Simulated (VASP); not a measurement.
A run of VASP 6.6.1 is set up as follows.

File INCAR:

```
ALGO = Normal ; EDIFF = 1E-7
ENCUT = 520 ; ISIF = 2
ISMEAR = 0 ; LASPH = True
LCHARG = False ; LREAL = False
LWAVE = False ; NBANDS = 8
NELM = 60 ; PREC = Accurate
SIGMA = 0.05
```

The input KPOINTS:

```
k-points
0
Gamma
  11 11 11
```

POSCAR

```
Al
1.0
    0.0000000000      1.9924793281      1.9924793281
    1.9924793281      0.0000000000      1.9924793281
    1.9924793281      1.9924793281      0.0000000000
Al
1
Direct
    0.0000000000      0.0000000000      0.0000000000
```

Potentials or basis: VASP PAW LDA potentials, release 64 (Al).

Command:

```bash
$ cat potpaw_LDA.64/Al/POTCAR > POTCAR
$ mpirun -np 1 vasp_std > vasp.out
```

Task: Estimate the band gap on the k mesh.

Result: Zero (an odd number of electrons rules out a gap without spin polarisation).

Task: Predict the pressure.

Result: 0.1 GPa.
